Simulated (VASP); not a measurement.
BP:

```
CELL_PARAMETERS angstrom
0.00000 2.26832 2.26832
2.26832 0.00000 2.26832
2.26832 2.26832 0.00000
ATOMIC_POSITIONS crystal
B 0.00000 0.00000 0.00000
P 0.25000 0.25000 0.25000
```

Base run:

- Program: VASP 6.6.1
- Functional: PBE
- Potentials or basis: VASP PAW PBE potentials, release 64 (B, P)
- Cutoff: 520 eV
- k mesh: 6 × 6 × 6
- Occupations: gaussian, width 0.01 eV
- Spin: no spin polarisation

Its results: band gap on the k mesh 1.33 eV, indirect (least direct gap 3.40 eV); pressure 1.2 GPa.

Question: The run is repeated on the same cell with these changes: functional from PBE to r2SCAN; k mesh from 6 × 6 × 6 to 10 × 10 × 10. What comes out?

Answer: Band gap on the k mesh 1.45 eV, indirect (least direct gap 3.64 eV); pressure -0.5 GPa.

Several settings changed at once, so the effect can't be laid on one alone.

Caveats: the PAW data sets were made with another functional, which shifts forces and pressure a little (some runs).

A k mesh can miss the band edges.
